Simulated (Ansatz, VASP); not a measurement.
# NaCl in VASP and in Ansatz

```
Na Cl
1.0
     0.00000    3.08727    3.08727
     3.08727    0.00000    3.08727
     3.08727    3.08727    0.00000
Na Cl
1 1
Direct
  0.00000 0.00000 0.00000
  0.25000 0.25000 0.25000
```

Alike in both runs: task single point; functional PBE-based screened hybrid with a share of 0.05 of exact exchange and HFSCREEN = 0.1; k mesh 4 × 4 × 4; no spin polarisation.

|  | VASP | Ansatz |
| --- | --- | --- |
| version | VASP 6.6.1 | Ansatz 0.2.0 |
| potentials or method | VASP PAW PBE potentials, release 64 (Na_pv, Cl) | plane waves |
| plane-wave cutoff (eV) | 520 | 420 |
| occupations | gaussian, width 0.01 eV | fixed |
| valence electrons in the cell | 14 | 16 |

```csv
,VASP,Ansatz,Ansatz less VASP
gap on the k mesh at the Fermi level (eV),5.27,5.27,+0.001
pressure (GPa),0.6,0.6,-0.01
```

VASP's potentials were made for PBE, not for PBE-based screened hybrid. VASP's potentials hold 14 valence electrons a cell and Ansatz's 16, so a difference there can come from the potentials and not from the codes. Ansatz's warnings: stress exchange threshold loose, stress scf threshold loose.

The k mesh is coarse, so the values compare programs but aren't converged.
